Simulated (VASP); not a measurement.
# HoAuF4 (P4/mmm) in VASP: further runs, part 2 of 2

VASP 6.6.1.

**3. Relaxation of cell and atoms, PBE**

This run uses another cell than the first one, of 13.74 Å³/atom.

The input, INCAR:

```
ALGO     = Normal         # electronic algorithm
EDIFF    = 1E-7           # SCF threshold, eV
EDIFFG   = -0.08          # ionic threshold
ENCUT    = 600            # plane-wave cutoff, eV
GGA      = PE             # functional
GGA_COMPAT= F            
IBRION   = 2              # ionic algorithm
ISIF     = 3              # what is computed and relaxed
ISMEAR   = 0              # smearing method
LASPH    = T              # aspherical terms in the spheres
LCHARG   = F              # write CHGCAR
LMAXMIX  = 6              # l up to which the mixer works
LREAL    = F              # projectors in reciprocal space
LWAVE    = F              # write WAVECAR
NELM     = 200            # most SCF steps
NELMIN   = 4            
NSW      = 36             # ionic steps
PREC     = Accurate       # precision mode
SIGMA    = 0.15           # smearing width, eV
```

The input, KPOINTS:

```
k-points
0
Gamma
  3 3 2
```

The input, POSCAR:

```
HoAuF4
1.0
    3.8571966600      0.0000000000      0.0000000000
    0.0000000000      3.8571966600      0.0000000000
    0.0000000000      0.0000000000      5.5427935800
Ho Au F
1 1 4
Direct
    0.5000000000      0.5000000000      0.5000000000
    0.0000000000      0.0000000000      0.0000000000
    0.5000000000      0.0000000000      0.7631459800
    0.0000000000      0.5000000000      0.2368540200
    0.5000000000      0.0000000000      0.2368540200
    0.0000000000      0.5000000000      0.7631459800
```

Potentials or basis: VASP PAW PBE potentials, release 64 (Ho_3, Au, F), 4f in core.

Started as:

```console
> cat potpaw_PBE.64/Ho_3/POTCAR potpaw_PBE.64/Au/POTCAR potpaw_PBE.64/F/POTCAR > POTCAR
> mpirun -np 1 vasp_std > vasp.out
```

OUTCAR:

```text
EDIFF = 1E-7
   EDIFFG = -0.08
   ENCUT = 600
   GGA = PE
   IBRION = 2
   ISIF = 3
   ISMEAR = 0
   LASPH = T
   LREAL = F
   NELM = 200
   NELMIN = 4
   NSW = 36
   PREC = Accurate

 ion  position               nearest neighbor table
   1  0.500  0.500  0.500-   3 2.42   4 2.42   5 2.42   6 2.42   3 2.42   5 2.42   4 2.42   6 2.42

   2  0.000  0.000  0.000-   3 2.33   4 2.33   5 2.33   6 2.33   4 2.33   6 2.33   3 2.33   5 2.33

   3  0.500  0.000  0.763-   2 2.33   2 2.33   1 2.42   1 2.42
   4  0.000  0.500  0.237-   2 2.33   2 2.33   1 2.42   1 2.42
   5  0.500  0.000  0.237-   2 2.33   2 2.33   1 2.42   1 2.42
   6  0.000  0.500  0.763-   2 2.33   2 2.33   1 2.42   1 2.42

  LATTYP: Found a simple tetragonal cell.
 ALAT       =     3.8571966600
 C/A-ratio  =     1.4370005132

  Lattice vectors:

 A1 = (   3.8571966600,   0.0000000000,   0.0000000000)
 A2 = (   0.0000000000,   3.8571966600,   0.0000000000)
 A3 = (   0.0000000000,   0.0000000000,   5.5427935800)

Analysis of symmetry for initial positions (statically):
=====================================================================
 Subroutine PRICEL returns:
 Original cell was already a primitive cell.

 Routine SETGRP: Setting up the symmetry group for a
 simple tetragonal supercell.

 Subroutine GETGRP returns: Found 16 space group operations
 (whereof 16 operations were pure point group operations)
 out of a pool of 16 trial point group operations.

The static configuration has the point symmetry D_4h.
[... 162 lines left out ...]
  external PRESSURE =      74.1234959 kB  Pullay stress =       0.0000000 kB
[... 101 lines left out ...]
  FREE ENERGIE OF THE ION-ELECTRON SYSTEM (eV)
  ---------------------------------------------------
  free  energy   TOTEN  =       -30.9327534736 eV

  energy  without entropy=      -30.9325757348  energy(sigma->0) =      -30.93266460

 E-fermi :   2.5705     XC(G=0): -10.0152

 val. band max:        2.1518353970   @ k =   0.3333   0.0000   0.0000
 cond. band min:       2.9440138623   @ k =   0.0000   0.0000   0.0000
 fundamental gap:      0.7921784653
 Fermi energy:         2.5705351093

 k-point     1 :       0.0000    0.0000    0.0000
  band No.  band energies     occupation
      1     -22.2202      2.00000
      2     -21.1548      2.00000
      3     -21.0600      2.00000
      4     -21.0600      2.00000
      5     -20.7202      2.00000
      6     -20.2278      2.00000
[... 175 lines left out ...]
     27       7.3345      0.00000
     28       8.2102      0.00000

[... ionic steps 4 to 9 ...]

--------------------------------------- Ionic step       10  -------------------------------------------

 number of electron      47.9999986 magnetization

------------------------ aborting loop because EDIFF is reached ----------------------------------------
[... 75 lines left out ...]
--------------------------------------- Ionic step       12  -------------------------------------------

 number of electron      47.9999966 magnetization

 Free energy of the ion-electron system (eV)
  ---------------------------------------------------
  ext. energy  EPLUGINS =         0.00000000
  ---------------------------------------------------
  free energy    TOTEN  =       -31.46456387 eV

  energy without entropy =      -31.46456097  energy(sigma->0) =      -31.46456242

 E-fermi :   1.8074     XC(G=0):  -9.8699

 val. band max:        1.3316706834   @ k =   0.3333   0.3333   0.0000
 cond. band min:       2.2354621451   @ k =   0.0000   0.0000   0.0000
 fundamental gap:      0.9037914617
 Fermi energy:         1.8074409825

 k-point     1 :       0.0000    0.0000    0.0000
  band No.  band energies     occupation
      1     -22.4717      2.00000
      2     -21.3126      2.00000
      3     -21.0690      2.00000
      4     -21.0690      2.00000
      5     -20.7696      2.00000
      6     -20.4192      2.00000
[... 208 lines left out ...]
  FREE ENERGIE OF THE ION-ELECTRON SYSTEM (eV)
  ---------------------------------------------------
  free  energy   TOTEN  =       -31.4645638718 eV

  energy  without entropy=      -31.4645609660  energy(sigma->0) =      -31.46456242

 reached required accuracy - stopping structural energy minimisation
```

OSZICAR:

```text
N       E                     dE             d eps       ncg     rms          rms(c)
DAV:   1     0.667910268545E+03    0.66791E+03   -0.25495E+04   368   0.194E+03
DAV:   2     0.378841672840E+02   -0.63003E+03   -0.61179E+03   544   0.574E+02
DAV:   3    -0.306658143171E+02   -0.68550E+02   -0.66748E+02   560   0.188E+02
[... 139 lines left out ...]
DAV:   4    -0.314645704387E+02    0.11983E-03   -0.39056E-04   524   0.208E-01    0.386E-02
DAV:   5    -0.314645655677E+02    0.48710E-05   -0.96591E-05   384   0.712E-02    0.224E-02
DAV:   6    -0.314645651254E+02    0.44230E-06   -0.38717E-05   524   0.484E-02    0.122E-02
DAV:   7    -0.314645639467E+02    0.11787E-05   -0.87625E-06   504   0.251E-02    0.209E-03
DAV:   8    -0.314645638718E+02    0.74961E-07   -0.29450E-07   272   0.426E-03
  12 F= -.31464564E+02 E0= -.31464562E+02  d E =-.146825E-02
```

CONTCAR:

```text
HoAuF4
   1.00000000000000
     3.8303026855286610    0.0000000000000000    0.0000000000000000
    -0.0000000000000000    3.8303026855286610    0.0000000000000000
    -0.0000000000000000   -0.0000000000000000    6.1483168588409178
  Ho              Au              F
     1     1     4
Direct
     0.5000000000000000    0.5000000000000000    0.5000000000000000
     0.0000000000000000    0.0000000000000000    0.0000000000000000
     0.5000000000000000    0.0000000000000000    0.7043547193877437
     0.0000000000000000    0.5000000000000000    0.2956452806122562
     0.5000000000000000    0.0000000000000000    0.2956452806122562
     0.0000000000000000    0.5000000000000000    0.7043547193877437

  0.00000000E+00  0.00000000E+00  0.00000000E+00
  0.00000000E+00  0.00000000E+00  0.00000000E+00
  0.00000000E+00  0.00000000E+00  0.00000000E+00
  0.00000000E+00  0.00000000E+00  0.00000000E+00
  0.00000000E+00  0.00000000E+00  0.00000000E+00
  0.00000000E+00  0.00000000E+00  0.00000000E+00
```

Wall time 2.4 min (1 thread of Intel Xeon Platinum 8559C (Emerald Rapids), shared host); peak memory 0.23 GiB.

What came out:

```
Free energy                           : -31.4646 eV
Relaxed volume                        : 15.03 Å³/atom
Relaxed cell                          : a = 3.830 Å, b = 3.830 Å, c = 6.148 Å, α = 90.00°, β = 90.00°, γ = 90.00°
Space group after relaxing (to 0.1 Å) : P4/mmm (No. 123)
Energy gained by relaxing             : 337.8 meV/atom
Ionic steps                           : 12
Pressure after relaxing               : 0.0 GPa
Largest force after relaxing          : 0.021 eV/Å
Band gap on the k mesh                : 0.90 eV (least direct gap 0.94 eV)
```

Forces on the atoms (eV/Å):
```
Ho   0.000  0.000  0.000
Au   0.000  0.000  0.000
F    0.000  0.000 -0.021
F    0.000  0.000  0.021
F    0.000  0.000  0.021
F    0.000  0.000 -0.021
```

The path:
```
step  energy change (eV)  largest force (eV/Å)  pressure (GPa)  volume (Å³)
   1              0.0000                2.9147            7.41        82.47
   2             -1.3345                1.4270           -2.79        90.26
   3             -1.4951                0.7461           -5.46        94.12
   4             -1.7954                0.0620            1.15        88.23
   5             -1.7982                0.1583            1.96        87.68
   6             -1.9562                0.0523            1.79        88.11
   7             -2.0151                0.0180            1.82        88.37
   8             -2.0159                0.0134            2.29        88.36
   9             -2.0128                0.1744           -1.97        92.14
  10             -2.0254                0.0862            0.06        90.01
  11             -2.0254                0.0891           -0.01        90.08
  12             -2.0269                0.0215            0.04        90.20
```

Final structure:
```
CELL_PARAMETERS angstrom
3.83030 0.00000 0.00000
0.00000 3.83030 0.00000
0.00000 0.00000 6.14832
ATOMIC_POSITIONS crystal
Ho 0.50000 0.50000 0.50000
Au 0.00000 0.00000 0.00000
F 0.50000 0.00000 0.70435
F 0.00000 0.50000 0.29565
F 0.50000 0.00000 0.29565
F 0.00000 0.50000 0.70435
```

Levels at points of the mesh, in eV from the valence-band top:
```
           k point  band 22  band 23  band 24  band 25  band 26  band 27
(0.00, 0.00, 0.00)    -0.55    -0.03    -0.03     0.90     5.41     6.10
(0.00, 0.00, 0.50)    -0.27    -0.07    -0.07     1.83     5.37     5.69
```

Caveat: the k points lie up to 0.55 Å⁻¹ apart in the final cell; spin-orbit coupling is left out, which moves the levels of the heavy elements; the 4f electrons are frozen in the core, so they carry no moment and show no levels. Spin polarisation is off, so any magnetic state and its effect on volume and gap are missing.
